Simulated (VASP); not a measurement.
A run of VASP 6.6.1:

INCAR

```
PREC = Accurate
ENCUT = 520
EDIFF = 1E-7
ISMEAR = -1
SIGMA = 0.05
LREAL = False
LASPH = True
NELM = 100
ALGO = Normal
ISIF = 2
LWAVE = False
LCHARG = True
GGA = PS
LELF = True
LVHAR = True
NBANDS = 12
```

File KPOINTS:

```
regular mesh
0
Gamma
  18 18 18
```

The input POSCAR:

```
Au
1.0
    0.0000000000      2.0280740122      2.0280740122
    2.0280740122      0.0000000000      2.0280740122
    2.0280740122      2.0280740122      0.0000000000
Au
1
Direct
    0.0000000000      0.0000000000      0.0000000000
```

Potentials or basis: VASP PAW PBE potentials, release 64 (Au).

The run is started by

```bash
$ cat potpaw_PBE.64/Au/POTCAR > POTCAR
$ mpirun -np 1 vasp_std > vasp.out
```

Hardware: 1 thread of Intel(R) Xeon(R) Platinum 8375C CPU @ 2.90GHz (Ice Lake) (shared host).

Task: How long does it take, and how much memory?

Result: Wall time 39 s on 1 thread of Intel(R) Xeon(R) Platinum 8375C CPU @ 2.90GHz (Ice Lake), on a shared host, peak memory 0.17 GiB. Counts: scf iterations 11, k points 195.
